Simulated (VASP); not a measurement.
# Be2Se3 (P-4m2) in VASP: further runs

Be2Se3 is run at these levels: PBE; tasks: single point, relaxation of cell and atoms.

All numbers are computed with VASP 6.6.1; they aren't measurements. Logs are shortened: lines on timing, memory, paths and dates and some standing lists are left out, and cuts for length are marked.

### 1 The cell of the first run

The structure is tetragonal, space group P-4m2 (No. 115). The conventional cell has a = 3.773 Å, b = 3.773 Å, c = 7.210 Å, α = 90.00°, β = 90.00°, γ = 90.00°. Be (site symmetry 2mm) has 4 Se at 2.19 to 2.28 Å within 2.9 Å. Within 3.0 Å of Se (site symmetry -4m2) lie 4 Be at 2.28 Å. Se (site symmetry 2mm) has 2 Be at 2.19 Å and 1 Se at 2.40 Å within 2.9 Å.

### 2 Single point, PBE

Input file INCAR:

```
SYSTEM = Be2Se3
PREC = Accurate
ENCUT = 520
EDIFF = 1E-6
ISMEAR = 0
SIGMA = 0.2
LREAL = .False.
LASPH = .True.
NELM = 80
ALGO = Normal
ISIF = 2
LWAVE = .False.
LCHARG = .True.
GGA = PE
LELF = .True.
LVHAR = .True.
NBANDS = 19
```

Input file KPOINTS:

```
regular mesh
0
Gamma
  5 5 2
  0 0 0
```

Input file POSCAR:

```
Be2Se3
1.0
    3.7728951152      0.0000000000      0.0000000000
    0.0000000000      3.7728951152      0.0000000000
    0.0000000000      0.0000000000      7.2098168201
Be Se
2 3
Direct
    0.0000000000      0.5000000000      0.1785054621
    0.5000000000      0.0000000000      0.8214945379
    0.0000000000      0.0000000000      0.0000000000
    0.5000000000      0.5000000000      0.6663429406
    0.5000000000      0.5000000000      0.3336570594
```

Potentials or basis: VASP PAW PBE potentials, release 64 (Be, Se).

Launch:

```bash
cat potpaw_PBE.64/Be/POTCAR potpaw_PBE.64/Se/POTCAR > POTCAR
mpirun -np 1 vasp_std > vasp.out
```

OUTCAR:

```text
SYSTEM = Be2Se3
   PREC = Accurate
   ENCUT = 520
   EDIFF = 1E-6
   ISMEAR = 0
   LREAL = .False.
   LASPH = .True.
   NELM = 80
   ISIF = 2
   GGA = PE

 ion  position               nearest neighbor table
   1  0.000  0.500  0.179-   5 2.19   5 2.19   3 2.28   3 2.28
   2  0.500  0.000  0.821-   4 2.19   4 2.19   3 2.28   3 2.28
   3  0.000  0.000  0.000-   1 2.28   2 2.28   1 2.28   2 2.28
   4  0.500  0.500  0.666-   2 2.19   2 2.19   5 2.40
   5  0.500  0.500  0.334-   1 2.19   1 2.19   4 2.40

  LATTYP: Found a simple tetragonal cell.
 ALAT       =     3.7728951152
 C/A-ratio  =     1.9109507686

  Lattice vectors:

 A1 = (   3.7728951152,   0.0000000000,   0.0000000000)
 A2 = (   0.0000000000,   3.7728951152,   0.0000000000)
 A3 = (   0.0000000000,   0.0000000000,   7.2098168201)

Analysis of symmetry for initial positions (statically):
=====================================================================
 Subroutine PRICEL returns:
 Original cell was already a primitive cell.

 Routine SETGRP: Setting up the symmetry group for a
 simple tetragonal supercell.

 Subroutine GETGRP returns: Found  8 space group operations
 (whereof  8 operations were pure point group operations)
 out of a pool of 16 trial point group operations.

The static configuration has the point symmetry D_2d.

Analysis of symmetry for dynamics (positions and initial velocities):
=====================================================================
 Subroutine PRICEL returns:
 Original cell was already a primitive cell.

 Routine SETGRP: Setting up the symmetry group for a
 simple tetragonal supercell.

 Subroutine GETGRP returns: Found  8 space group operations
 (whereof  8 operations were pure point group operations)
 out of a pool of 16 trial point group operations.

The dynamic configuration has the point symmetry D_2d.

 Subroutine INISYM returns: Found  8 space group operations
 (whereof  8 operations are pure point group operations),
 and found     1 'primitive' translations

----------------------------------------------------------------------------------------

                                     Primitive cell

  volume of cell :     102.6299

  direct lattice vectors                    reciprocal lattice vectors
     3.772895115  0.000000000  0.000000000     0.265048449  0.000000000  0.000000000
     0.000000000  3.772895115  0.000000000     0.000000000  0.265048449  0.000000000
     0.000000000  0.000000000  7.209816820     0.000000000  0.000000000  0.138699779

  length of vectors
     3.772895115  3.772895115  7.209816820     0.265048449  0.265048449  0.138699779

  position of ions in fractional coordinates (direct lattice)
     0.000000000  0.500000000  0.178505462
     0.500000000  0.000000000  0.821494538
     0.000000000  0.000000000  0.000000000
     0.500000000  0.500000000  0.666342941
     0.500000000  0.500000000  0.333657059

  ion indices of the primitive-cell ions
   primitive index   ion index
                 1           1
                 2           2
                 3           3
                 4           4
                 5           5

----------------------------------------------------------------------------------------

 KPOINTS: regular mesh

Automatic generation of k-mesh.
 Grid dimensions read from file:
 generate k-points for:    5    5    2

 Generating k-lattice:

  Cartesian coordinates                     Fractional coordinates (reciprocal lattice)
     0.053009690  0.000000000  0.000000000     0.200000000  0.000000000  0.000000000
     0.000000000  0.053009690  0.000000000     0.000000000  0.200000000  0.000000000
     0.000000000  0.000000000  0.069349890     0.000000000  0.000000000  0.500000000

  Length of vectors
     0.053009690  0.053009690  0.069349890

  Shift w.r.t. Gamma in fractional coordinates (k-lattice)
     0.000000000  0.000000000  0.000000000

 Subroutine IBZKPT returns following result:
 ===========================================

 Found     12 irreducible k-points:

 Following reciprocal coordinates:
            Coordinates               Weight
  0.000000  0.000000  0.000000      1.000000
  0.200000  0.000000  0.000000      4.000000
  0.400000  0.000000  0.000000      4.000000
  0.200000  0.200000  0.000000      4.000000
  0.400000  0.200000  0.000000      8.000000
  0.400000  0.400000  0.000000      4.000000
  0.000000  0.000000  0.500000      1.000000
  0.200000  0.000000  0.500000      4.000000
  0.400000  0.000000  0.500000      4.000000
  0.200000  0.200000  0.500000      4.000000
  0.400000  0.200000  0.500000      8.000000
  0.400000  0.400000  0.500000      4.000000
   k-points           NKPTS =     12   k-points in BZ     NKDIM =     12   number of bands    NBANDS=     19
   number of dos      NEDOS =    301   number of ions     NIONS =      5
   total plane-waves  NPLWV =  42336
   dimension x,y,z NGX =    28 NGY =   28 NGZ =   54
   dimension x,y,z NGXF=    56 NGYF=   56 NGZF=  108
   ions per type =               2   3
   NGX,Y,Z   is equivalent  to a cutoff of  12.34, 12.34, 12.45 a.u.
   NGXF,Y,Z  is equivalent  to a cutoff of  24.68, 24.68, 24.90 a.u.
 SYSTEM =  Be2Se3
   PREC   = accura    normal or accurate (medium, high low for compatibility)
   ISTART =      0    job   : 0-new  1-cont  2-samecut
   ICHARG =      2    charge: 1-file 2-atom 10-const
   ISPIN  =      1    spin polarized calculation?
   LNONCOLLINEAR =      F non collinear calculations
   LSORBIT =      F    spin-orbit coupling
   LASPH  =      T    aspherical Exc in radial PAW
   ENCUT  =  520.0 eV  38.22 Ry    6.18 a.u.   7.02  7.02 13.41*2*pi/ulx,y,z
   NELM   =     80;   NELMIN=  2; NELMDL= -5     # of ELM steps
   EDIFF  = 0.1E-05   stopping-criterion for ELM
   LREAL  =      F    real-space projection
   EDIFFG = 0.1E-04   stopping-criterion for IOM
   NSW    =      0    number of steps for IOM
   IBRION =     -1    ionic relax: 0-MD 1-quasi-New 2-CG
   NFREE  =      0    steps in history (QN), initial steepest desc. (CG)
   ISIF   =      2    stress and relaxation
   ISYM   =      2    0-nonsym 1-usesym 2-fastsym
   POTIM  = 0.5000    time-step for ionic-motion
   TEBEG  =    0.0;   TEEND  =   0.0 temperature during run
   PSTRESS=    0.0 pullay stress
   NELECT =      22.0000    total number of electrons
   NUPDOWN=      -1.0000    fix difference up-down
   EMIN   =  10.00;   EMAX   =-10.00  energy-range for DOS
   EFERMI =   0.00;   METHOD = LEGACY
   ISMEAR =     0;   SIGMA  =   0.20  broadening in eV -4-tet -1-fermi 0-gaus
   EFERMI_NEDOS =   21; number of points for ismear=-14 and -15
   IALGO  =     38    algorithm
   IMIX   =      4    mixing-type and parameters
     AMIX     =   0.40;   BMIX     =  1.00
     AMIX_MAG =   1.60;   BMIX_MAG =  1.00
  volume/ion in A,a.u.               =      20.53       138.52
  Fermi-wavevector in a.u.,A,eV,Ry     =   0.979771  1.851498 13.060924  0.959951
  Thomas-Fermi vector in A             =   2.110650
   LORBIT       =      0    0 simple, 1 ext, 2 COOP (PROOUT), +10 PAW based schemes
   GGA     = PE    functional components
   LHFCALC =     F    Hartree Fock is set to
   AEXX    =    0.0000 exact exchange contribution
   IVDW    =     0    specifies the selected vdW correction
   LEPSILON=     F    determine dielectric tensor
   LRPA    =     F    only Hartree local field effects (RPA)
 non-spin polarized calculation
 Gauss-broadening in eV      SIGMA  =   0.20
  energy-cutoff  :      520.00
  volume of cell :      102.63
 maximum number of plane-waves:      2788
   NGX = 15   NGY = 15   NGZ = 27

 number of electron      21.9999999 magnetization

 Free energy of the ion-electron system (eV)
  ---------------------------------------------------
  ext. energy  EPLUGINS =         0.00000000
  ---------------------------------------------------
  free energy    TOTEN  =       -19.97174471 eV

  energy without entropy =      -19.94738047  energy(sigma->0) =      -19.95956259

 E-fermi :   3.0569     XC(G=0):  -8.8887

 val. band max:        2.9809287848   @ k =   0.0000   0.0000   0.5000
 cond. band min:       3.0609412135   @ k =   0.2000   0.0000   0.5000
 fundamental gap:      0.0800124287
 Fermi energy:         3.0568882055

 k-point     1 :       0.0000    0.0000    0.0000
  band No.  band energies     occupation
      1     -11.7315      2.00000
      2     -10.2522      2.00000
      3      -9.3631      2.00000
      4      -1.9712      2.00000
      5      -0.6225      2.00000
      6      -0.5082      2.00000
[... 11 lines left out ...]
     18       9.5481      0.00000
     19       9.5481      0.00000

 k-point     2 :       0.2000    0.0000    0.0000
  band No.  band energies     occupation
      1     -11.5701      2.00000
      2     -10.1972      2.00000
      3      -9.2375      2.00000
      4      -2.4892      2.00000
      5      -1.3864      2.00000
      6      -0.6272      2.00000
[... 11 lines left out ...]
     18       9.5884      0.00000
     19       9.7656      0.00000

 k-point     3 :       0.4000    0.0000    0.0000
  band No.  band energies     occupation
      1     -11.2544      2.00000
      2     -10.1433      2.00000
      3      -9.0105      2.00000
      4      -3.3258      2.00000
      5      -2.3835      2.00000
      6      -1.1404      2.00000
[... 11 lines left out ...]
     18       9.7117      0.00000
     19      10.4015      0.00000

 k-point     4 :       0.2000    0.2000    0.0000
  band No.  band energies     occupation
      1     -11.4229      2.00000
      2     -10.1247      2.00000
      3      -9.1185      2.00000
      4      -2.5433      2.00000
      5      -1.6797      2.00000
      6      -0.8556      2.00000
[... 143 lines left out ...]
     18       9.5122      0.00000
     19      10.1984      0.00000

 k-point    11 :       0.4000    0.2000    0.5000
  band No.  band energies     occupation
      1     -11.0979      2.00000
      2     -10.1014      2.00000
      3      -8.9138      2.00000
      4      -2.6398      2.00000
      5      -2.0184      2.00000
      6      -1.8309      2.00000
[... 11 lines left out ...]
     18       9.9716      0.00000
     19      10.5032      0.00000

 k-point    12 :       0.4000    0.4000    0.5000
  band No.  band energies     occupation
      1     -10.9287      2.00000
      2      -9.8259      2.00000
      3      -8.7689      2.00000
      4      -2.5265      2.00000
      5      -2.2919      2.00000
      6      -1.7773      2.00000
[... 11 lines left out ...]
     18      11.1107      0.00000
     19      11.9332      0.00000

------------------------ aborting loop because EDIFF is reached ----------------------------------------

  FORCE on cell =-STRESS in cart. coord.  units (eV):
  Direction    XX          YY          ZZ          XY          YZ          ZX
  --------------------------------------------------------------------------------------
  -------------------------------------------------------------------------------------
  Total        0.0655019      0.0655019      0.0142696      0.0000000     -0.0000000      0.0000000
  in kB        1.0225648      1.0225648      0.2227664      0.0000000     -0.0000000      0.0000000
  external PRESSURE =       0.7559653 kB  Pullay stress =       0.0000000 kB

 VOLUME and BASIS-vectors are now :
 -----------------------------------------------------------------------------
  energy-cutoff  :      520.00
  volume of cell :      102.63
      direct lattice vectors                 reciprocal lattice vectors
     3.772895115  0.000000000  0.000000000     0.265048449  0.000000000  0.000000000
     0.000000000  3.772895115  0.000000000     0.000000000  0.265048449  0.000000000
     0.000000000  0.000000000  7.209816820     0.000000000  0.000000000  0.138699779

 POSITION                                       TOTAL-FORCE (eV/Angst)
 -----------------------------------------------------------------------------------
      0.00000      1.88645      1.28699         0.000000      0.000000     -0.012085
      1.88645      0.00000      5.92283        -0.000000      0.000000      0.012085
      0.00000      0.00000      0.00000        -0.000000      0.000000      0.000000
      1.88645      1.88645      4.80421        -0.000000     -0.000000     -0.062152
      1.88645      1.88645      2.40561        -0.000000     -0.000000      0.062152
 -----------------------------------------------------------------------------------
    total drift:                                0.000000      0.000000      0.000000

  FREE ENERGIE OF THE ION-ELECTRON SYSTEM (eV)
  ---------------------------------------------------
  free  energy   TOTEN  =       -19.9717447084 eV

  energy  without entropy=      -19.9473804667  energy(sigma->0) =      -19.95956259
```

Run time: 21 s. Hardware: 1 thread of Intel Xeon 6975P-C (Granite Rapids), shared host; peak memory 0.19 GiB.

Results:

| Quantity | Value |
| --- | --- |
| Free energy | -19.9717 eV |
| Pressure | 0.1 GPa |
| Largest force | 0.062 eV/Å |
| Band gap on the k mesh | zero (band 11 reaches 3.15 eV, above the bottom of band 12 at 2.95 eV) |

Forces on the atoms (eV/Å):
```
Be   0.000  0.000 -0.012
Be   0.000  0.000  0.012
Se   0.000  0.000  0.000
Se   0.000  0.000 -0.062
Se   0.000  0.000  0.062
```

Caveat: the k points lie up to 0.44 Å⁻¹ apart.

### 3 Relaxation of cell and atoms, PBE

This run uses another cell than the first one, of 19.44 Å³/atom, 0.947 times its volume.

Input file INCAR:

```
PREC = Accurate
ENCUT = 600
EDIFF = 1E-6
ISMEAR = 0
SIGMA = 0.2
LREAL = False
LASPH = True
NELM = 100
ALGO = Normal
ISIF = 3
LWAVE = False
LCHARG = False
GGA = PE
IBRION = 2
NSW = 36
EDIFFG = -0.08
```

Input file KPOINTS:

```
Automatic mesh
0
Gamma
  5 5 2
```

Input file POSCAR:

```
Be2Se3
1.0
    3.6000000000      0.0000000000      0.0000000000
    0.0000000000      3.6000000000      0.0000000000
    0.0000000000      0.0000000000      7.5000000000
Be Se
2 3
Direct
    0.0000000000      0.5000000000      0.1670000000
    0.5000000000      0.0000000000      0.8330000000
    0.0000000000      0.0000000000      0.0000000000
    0.5000000000      0.5000000000      0.6600000000
    0.5000000000      0.5000000000      0.3400000000
```

Potentials or basis: VASP PAW PBE potentials, release 64 (Be, Se).

Launch:

```bash
cat potpaw_PBE.64/Be/POTCAR potpaw_PBE.64/Se/POTCAR > POTCAR
mpirun -np 1 vasp_std > vasp.out
```

It took 82 s on 1 thread of Intel Xeon 6975P-C (Granite Rapids), shared host; peak memory 0.22 GiB.

The run converged. Its results:

| Quantity | Value |
| --- | --- |
| Free energy | -19.9717 eV |
| Relaxed volume | 20.49 Å³/atom |
| Relaxed cell | a = 3.772 Å, b = 3.772 Å, c = 7.199 Å, α = 90.00°, β = 90.00°, γ = 90.00° |
| Space group after relaxing (to 0.05 Å) | P-4m2 (No. 115) |
| Energy gained by relaxing | 43.9 meV/atom |
| Ionic steps | 8 |
| Pressure after relaxing | 0.2 GPa |
| Largest force after relaxing | 0.011 eV/Å |
| Band gap on the k mesh | zero (band 11 reaches 3.18 eV, above the bottom of band 12 at 3.00 eV) |

Forces on the atoms (eV/Å):
```
Be   0.000  0.000 -0.011
Be   0.000  0.000  0.011
Se   0.000  0.000  0.000
Se   0.000  0.000  0.009
Se   0.000  0.000 -0.009
```

Stress tensor (GPa, compression positive):
```
0.15 0.00 0.00
0.00 0.15 0.00
0.00 0.00 0.35
```

The path:
```tsv
step	energy change (eV)	largest force (eV/Å)	pressure (GPa)	volume (Å³)
1	0.0000	0.8236	2.82	97.20
2	-0.1329	0.3281	-0.27	102.09
3	-0.1405	0.1805	-1.11	103.75
4	-0.1919	0.2948	-0.43	102.74
5	-0.1329	0.3678	2.99	99.52
6	-0.2139	0.2481	0.51	101.71
7	-0.2189	0.1064	0.13	102.72
8	-0.2196	0.0105	0.22	102.46
```

Final structure:
```cif
data_structure
_symmetry_space_group_name_H-M 'P 1'
_symmetry_Int_Tables_number 1
_cell_length_a 3.7724
_cell_length_b 3.7724
_cell_length_c 7.1994
_cell_angle_alpha 90.000
_cell_angle_beta 90.000
_cell_angle_gamma 90.000
_cell_volume 102.46
loop_
_atom_site_label
_atom_site_type_symbol
_atom_site_fract_x
_atom_site_fract_y
_atom_site_fract_z
_atom_site_occupancy
Be1 Be 0.00000 0.50000 0.17875 1
Be2 Be 0.50000 0.00000 0.82125 1
Se1 Se 0.00000 0.00000 0.00000 1
Se2 Se 0.50000 0.50000 0.66584 1
Se3 Se 0.50000 0.50000 0.33416 1
```

Levels at points of the mesh, in eV from the Fermi level:
| k point | band 7 | band 8 | band 9 | band 10 | band 11 | band 12 | band 13 | band 14 | band 15 |
| --- | --- | --- | --- | --- | --- | --- | --- | --- | --- |
| (0.00, 0.00, 0.00) | -3.58 | -1.93 | -1.93 | -0.60 | -0.60 | 1.72 | 1.82 | 3.39 | 3.84 |
| (0.00, 0.00, 0.50) | -2.61 | -2.61 | -2.14 | -0.06 | 0.09 | 0.09 | 2.83 | 2.83 | 3.59 |

Caveat: the k points lie up to 0.44 Å⁻¹ apart in the final cell; the relaxation stopped at a loose force limit of 0.08 eV/Å, so its end isn't a converged minimum.

### 4 Single point, PBE

This run uses another cell than the first one, of 20.57 Å³/atom, 1.002 times its volume.

Input file INCAR:

```
PREC = Accurate ; ENCUT = 520
EDIFF = 1E-7 ; ISMEAR = 0
SIGMA = 0.1 ; LREAL = False
LASPH = True ; NELM = 80
ALGO = Normal ; ISIF = 2
LWAVE = False ; LCHARG = True
GGA = PE ; LELF = True
LVHAR = True ; NBANDS = 19
```

Input file KPOINTS:

```
Automatic mesh
0
Gamma
  8 8 4
```

Input file POSCAR:

```
Be2Se3
1.0
    3.7825949004      0.0000000000      0.0000000000
    0.0000000000      3.7825949004      0.0000000000
    0.0000000000      0.0000000000      7.1875730033
Be Se
2 3
Direct
    0.0000000000      0.5000000000      0.1814277831
    0.5000000000      0.0000000000      0.8185722169
    0.0000000000      0.0000000000      0.0000000000
    0.5000000000      0.5000000000      0.6642466460
    0.5000000000      0.5000000000      0.3357533540
```

Launch:

```bash
cat potpaw_PBE.64/Be/POTCAR potpaw_PBE.64/Se/POTCAR > POTCAR
mpirun -np 1 vasp_std > vasp.out
```

Run time: 48 s. Hardware: 1 thread of Intel Xeon 6975P-C (Granite Rapids), shared host; peak memory 0.23 GiB.

It converged, with:

```
Free energy            : -19.9478 eV
Pressure               : 0.1 GPa
Largest force          : 0.012 eV/Å
Band gap on the k mesh : zero (band 11 reaches 3.17 eV, above the bottom of band 12 at 2.59 eV)
```

Forces in eV/Å, atoms in the order of the input:
```
Be   0.000  0.000 -0.004
Be   0.000  0.000  0.004
Se   0.000  0.000  0.000
Se   0.000  0.000  0.012
Se   0.000  0.000 -0.012
```

Stress tensor (GPa, compression positive):
```
0.11 0.00 0.00
0.00 0.11 0.00
0.00 0.00 0.19
```

Levels at points of the mesh, in eV from the Fermi level:
```
           k point  band 8  band 9  band 10  band 11  band 12  band 13  band 14  band 15
(0.00, 0.00, 0.00)   -1.94   -1.94    -0.64    -0.64     1.77     1.78     3.38     3.80
(0.50, 0.00, 0.00)   -2.81   -2.13    -0.90    -0.27     0.53     3.33     3.60     5.38
(0.50, 0.50, 0.00)   -3.82   -3.53    -2.34    -2.34     0.96     2.66     3.76     6.21
(0.00, 0.00, 0.50)   -2.65   -2.17    -0.02     0.08     0.08     2.76     2.82     3.55
(0.50, 0.00, 0.50)   -2.79   -2.13    -2.09    -0.38     1.67     3.60     3.72     5.24
(0.50, 0.50, 0.50)   -4.36   -3.56    -1.67    -1.67    -0.50     3.63     4.35     4.35
```

### 5 The runs side by side

```csv
task,cell,k mesh,cutoff (eV),smearing,gap on the mesh (eV),pressure (GPa),largest force (eV/Å)
single point,"a = 3.773, b = 3.773, c = 7.210 Å, 5 atoms",5 × 5 × 2,520,gaussian 0.2 eV,none,0.1,0.06
relaxation of cell and atoms,"relaxed from a = 3.600, b = 3.600, c = 7.500 Å, 5 atoms",5 × 5 × 2,600,gaussian 0.2 eV,none,0.2,0.01
single point,"a = 3.783, b = 3.783, c = 7.188 Å, 5 atoms",8 × 8 × 4,520,gaussian 0.1 eV,none,0.1,0.01
```

Alike in all rows: level PBE; potentials or basis VASP PAW PBE potentials, release 64 (Be, Se); no spin polarisation.

Caveats: some runs use coarse meshes; the relaxation stopped at a loose force limit of 0.08 eV/Å, so its end isn't a converged minimum (some runs).

Absolute energies hang on the potentials; compare differences alone.
